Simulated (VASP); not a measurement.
Input of a VASP 6.6.1 run:

File INCAR:

```
SYSTEM = AlNi
PREC = Accurate
ENCUT = 600
EDIFF = 1E-6
ISMEAR = 0
SIGMA = 0.15
LREAL = .FALSE.
LASPH = .TRUE.
NELM = 120
ALGO = Normal
ISIF = 2
LWAVE = .FALSE.
LCHARG = .FALSE.
GGA = PS
NBANDS = 14
GGA_COMPAT = .FALSE.
```

The input KPOINTS:

```
Automatic mesh
0
G
  20 20 20
  0 0 0
```

File POSCAR:

```
AlNi
1.0
    2.8621655520      0.0000000000      0.0000000000
    0.0000000000      2.8621655520      0.0000000000
    0.0000000000      0.0000000000      2.7906114132
Al Ni
1 1
Direct
    0.0000000000      0.0000000000      0.0000000000
    0.5000000000      0.5000000000      0.5000000000
```

Potentials or basis: VASP PAW PBE potentials, release 64 (Al, Ni).

The run is started by

```console
$ cat potpaw_PBE.64/Al/POTCAR potpaw_PBE.64/Ni/POTCAR > POTCAR
$ mpirun -np 1 vasp_std > vasp.out
```

(1) Predict the band gap on the k mesh.

(2) Predict the pressure.

Answers

(1) zero (an odd number of electrons rules out a gap without spin polarisation).

(2) 4.8 GPa.

Caveat: the cell differs from its parent crystal (strain +0.000 along x and y, -0.025 along z); the cell stands under pressure; the PAW data sets were made with another functional, which shifts forces and pressure a little.
